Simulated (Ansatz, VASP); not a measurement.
One calculation of Ge3Pd, two programs

File INCAR:

```
PREC = Accurate
ENCUT = 520
EDIFF = 1E-7
ISMEAR = -1
SIGMA = 0.05
LREAL = F
LASPH = T
NELM = 150
ALGO = Normal
ISIF = 2
LWAVE = F
LCHARG = F
MAGMOM = 0 0 0 0 0 0 0 0 0 0 0 0
LORBIT = 11
LSORBIT = T
GGA_COMPAT = F
LORBMOM = T
LMAXMIX = 4
GGA = PS
NBANDS = 66
```

The input KPOINTS:

```
regular mesh
0
Gamma
  7 7 7
```

Contents of POSCAR:

```
Ge3Pd
1.0
    4.1420230000      0.0000000000      0.0000000000
    0.0000000000      4.1420230000      0.0000000000
    0.0000000000      0.0000000000      4.1420230000
Pd Ge
1 3
Direct
    0.0000000000      0.0000000000      0.0000000000
    0.5000000000      0.5000000000      0.0000000000
    0.5000000000      0.0000000000      0.5000000000
    0.0000000000      0.5000000000      0.5000000000
```

input.yaml

```yaml
crystal:
  lattice:
    - [4.142023, 0.0, 0.0]
    - [0.0, 4.142023, 0.0]
    - [0.0, 0.0, 4.142023]
  atoms:
    - { symbol: Pd, position: [0.0, 0.0, 0.0] }
    - { symbol: Ge, position: [0.5, 0.5, 0.0] }
    - { symbol: Ge, position: [0.5, 0.0, 0.5] }
    - { symbol: Ge, position: [0.0, 0.5, 0.5] }
hamiltonian:
  xc: pbesol
  pseudopotentials: { kind: paw_fr }
magnetization:
  noncollinear: true
  spin_orbit: true
kpoints:
  mp_grid: { grid: [7, 7, 7] }
  band_path:
    path:
      - [[0.0, 0.0, 0.0], [0.0, 0.5, 0.0], [0.5, 0.5, 0.0], [0.0, 0.0, 0.0], [0.5, 0.5, 0.5], [0.0, 0.5, 0.0]]
      - [[0.5, 0.5, 0.0], [0.5, 0.5, 0.5]]
    npoints: 14
scf:
  occupations: { method: fermi_dirac, width: 0.05 }
  n_extra_bands: 10
output:
  forces: true
  stress: true
  eigenvalues: true
  fatbands: true
```

Alike in both runs: functional PBEsol; k mesh 7 × 7 × 7; occupations fermi-dirac, width 0.05 eV; non-collinear spin, spin-orbit coupling.

```csv
,VASP,Ansatz
version,VASP 6.6.1,Ansatz 0.2.0
potentials or method,"VASP PAW PBE potentials, release 64 (Pd, Ge_d)",Ansatz PAW
plane-wave cutoff (eV),520,420
valence electrons in the cell,52,60
task,single point,band structure
```

|  | VASP | Ansatz | Ansatz less VASP |
| --- | --- | --- | --- |
| pressure (GPa) | -4.7 | -4.7 | -0.05 |

VASP's potentials were made for PBE, not for PBEsol. With one functional, cell and mesh, what is left measures potentials, basis and numerics. VASP's potentials hold 52 valence electrons a cell and Ansatz's 60, so a difference there can come from the potentials and not from the codes.
